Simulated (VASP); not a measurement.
Here is a VASP 6.6.1 calculation.

The input INCAR:

```
SYSTEM = CsPbCl3
PREC = Accurate ; ENCUT = 520
EDIFF = 1E-7 ; ISMEAR = 0
SIGMA = 0.05 ; LREAL = .FALSE.
LASPH = .TRUE. ; NELM = 100
ALGO = Normal ; ISIF = 2
LWAVE = .FALSE. ; LCHARG = .TRUE.
GGA = PE ; LELF = .TRUE.
LVHAR = .TRUE. ; NBANDS = 30
```

The input KPOINTS:

```
regular mesh
0
G
  6 6 6
  0 0 0
```

The input POSCAR:

```
CsPbCl3
1.0
    5.6285321145      0.0000000000      0.0000000000
    0.0000000000      5.6285321145      0.0000000000
    0.0000000000      0.0000000000      5.6285321145
Cs Pb Cl
1 1 3
Direct
    0.0000000000      0.0000000000      0.0000000000
    0.5000000000      0.5000000000      0.5000000000
    0.0000000000      0.5000000000      0.5000000000
    0.5000000000      0.5000000000      0.0000000000
    0.5000000000      0.0000000000      0.5000000000
```

Potentials or basis: VASP PAW PBE potentials, release 64 (Cs_sv, Pb_d, Cl).

Command:

```sh
$ cat potpaw_PBE.64/Cs_sv/POTCAR potpaw_PBE.64/Pb_d/POTCAR potpaw_PBE.64/Cl/POTCAR > POTCAR
$ mpirun -np 1 vasp_std > vasp.out
```

Estimate the band gap on the k mesh.

2.00 eV.

Predict the pressure.

1.4 GPa.

Caveat: spin-orbit coupling is left out, which moves the levels of the heavy elements. A k mesh can miss the band edges.
